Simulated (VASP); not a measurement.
# WSe2 in VASP: notebook, part 2 of 2

VASP 6.6.1.

**4. Single point, PBEsol+D3(BJ) (strain -0.0150 x Voigt [0, 1, 0, 0, 0, 0])**

Input file INCAR:

```
  ALGO = Normal
  EDIFF = 1E-6
  ENCUT = 520
  GGA = PS
  ISIF = 2
  ISMEAR = 0
  IVDW = 12
  LASPH = T
  LCHARG = F
  LREAL = F
  LWAVE = F
  NBANDS = 20
  NELM = 100
  PREC = Accurate
  SIGMA = 0.05
```

Input file KPOINTS:

```
k-points
0
Gamma
  12 12 2
```

Input file POSCAR:

```
WSe2
1.0
    3.3179375931      0.0000000000      0.0000000000
   -1.6589687966      2.8303169701      0.0000000000
    0.0000000000      0.0000000000     16.6581424200
W Se
1 2
Direct
    0.0000000000      0.0000000000      0.0000000000
    0.3333333333      0.6666666667      0.0997865200
    0.3333333333      0.6666666667      0.9002134800
```

Potentials or basis: VASP PAW PBE potentials, release 64 (W_sv, Se).

Started as:

```sh
> cat potpaw_PBE.64/W_sv/POTCAR potpaw_PBE.64/Se/POTCAR > POTCAR
> mpirun -np 1 vasp_std > vasp.out
```

OUTCAR:

```text
EDIFF = 1E-6
   ENCUT = 520
   GGA = PS
   ISIF = 2
   ISMEAR = 0
   IVDW = 12
   LASPH = T
   LREAL = F
   NELM = 100
   PREC = Accurate
 IVDW          = 12

 ion  position               nearest neighbor table
   1  0.000  0.000  0.000-   2 2.51   3 2.51   2 2.53   3 2.53   2 2.53   3 2.53
   2  0.333  0.667  0.100-   1 2.51   1 2.53   1 2.53
   3  0.333  0.667  0.900-   1 2.51   1 2.53   1 2.53

  Warning from LATTYP: Monoclinic adjustment (A1->A3, A2->A1, A3->A2)!
  LATTYP: Found a base centered orthorhombic cell.
[... 749 lines left out ...]

 Edisp (eV)   -0.85372

 E8    (eV) :    -0.5935

  FORCE on cell =-STRESS in cart. coord.  units (eV):
  Direction    XX          YY          ZZ          XY          YZ          ZX
  --------------------------------------------------------------------------------------
  -------------------------------------------------------------------------------------
  Total      -1.77718    -0.80279     0.07628     0.00000     0.00000     0.00000
  in kB     -18.20174    -8.22214     0.78129     0.00000     0.00000     0.00000
  external pressure =       -8.55 kB  Pullay stress =        0.00 kB

 VOLUME and BASIS-vectors are now :
 -----------------------------------------------------------------------------
  energy-cutoff  :      520.00
  volume of cell :      156.43
      direct lattice vectors                 reciprocal lattice vectors
     3.317937593  0.000000000  0.000000000     0.301392046  0.176658659  0.000000000
    -1.658968797  2.830316970  0.000000000     0.000000000  0.353317318  0.000000000
     0.000000000  0.000000000 16.658142420     0.000000000  0.000000000  0.060030703

 POSITION                                       TOTAL-FORCE (eV/Angst)
 -----------------------------------------------------------------------------------
      0.00000      0.00000      0.00000         0.000000     -0.117793      0.000000
     -0.00000      1.88688      1.66226        -0.000000      0.058896      0.032929
     -0.00000      1.88688     14.99588        -0.000000      0.058896     -0.032929
 -----------------------------------------------------------------------------------
    total drift:                                0.000001      0.000124     -0.000000

  FREE ENERGIE OF THE ION-ELECTRON SYSTEM (eV)
  ---------------------------------------------------
  free  energy   TOTEN  =       -24.0815303190 eV

  energy  without entropy=      -24.0815303190  energy(sigma->0) =      -24.08153032
```

Wall time 3.4 min (1 thread of AMD EPYC 9R45 (Zen 5), shared host); peak memory 0.42 GiB.

Results:

```yaml
Free_energy: -24.0815 eV
Largest_force: 0.118 eV/Å
Band_gap_on_the_k_mesh: 1.59 eV
Dispersion_energy_per_atom: -0.285 eV
```

Forces in eV/Å, atoms in the order of the input:
```
W    0.000 -0.118  0.000
Se   0.000  0.059  0.033
Se   0.000  0.059 -0.033
```

Levels at points of the mesh, in eV from the valence-band top:
```
           k point  band 9  band 10  band 11  band 12  band 13  band 14  band 15  band 16  band 17  band 18
(0.00, 0.00, 0.00)   -2.31    -2.15    -1.27    -1.21    -0.32     2.94     3.08     3.16     3.29     4.34
(0.50, 0.00, 0.00)   -4.23    -2.98    -2.12    -1.02    -0.86     2.42     2.82     3.77     4.38     4.55
(0.00, 0.50, 0.00)   -4.20    -3.13    -2.08    -1.02    -0.96     2.45     2.83     3.74     4.44     4.47
(0.00, 0.00, 0.50)   -2.31    -2.15    -1.27    -1.21    -0.32     2.94     3.08     3.16     3.29     4.41
(0.50, 0.00, 0.50)   -4.23    -2.98    -2.12    -1.02    -0.86     2.42     2.82     3.77     4.38     4.55
(0.00, 0.50, 0.50)   -4.20    -3.13    -2.08    -1.02    -0.96     2.45     2.83     3.74     4.44     4.47
```

Caveat: the cell differs from its parent crystal (strain -0.0150 x Voigt [0, 1, 0, 0, 0, 0]); there is no dipole correction, which matters where the two faces differ; the PAW data sets were made with another functional, which shifts forces and pressure a little; spin-orbit coupling is left out, which moves the levels of the heavy elements.

**5. Overview**

```csv
cell,gap on the mesh (eV),largest force (eV/Å)
"a = 3.318, b = 3.207, c = 16.658 Å, angles 90.0, 90.0, 121.2°, 3 atoms",1.71,0.45
"a = 3.318, b = 3.244, c = 16.658 Å, angles 90.0, 90.0, 120.8°, 3 atoms",1.67,0.26
"a = 3.318, b = 3.281, c = 16.658 Å, angles 90.0, 90.0, 120.4°, 3 atoms",1.59,0.12
```

Alike in all rows: task single point; level PBEsol+D3(BJ); potentials or basis VASP PAW PBE potentials, release 64 (W_sv, Se); no spin polarisation; k mesh 12 × 12 × 2; cutoff (eV) 520; smearing gaussian 0.05 eV.

Caveats: there is no dipole correction, which matters where the two faces differ; the PAW data sets were made with another functional, which shifts forces and pressure a little; spin-orbit coupling is left out, which moves the levels of the heavy elements.

Absolute energies hang on the potentials; compare differences alone.
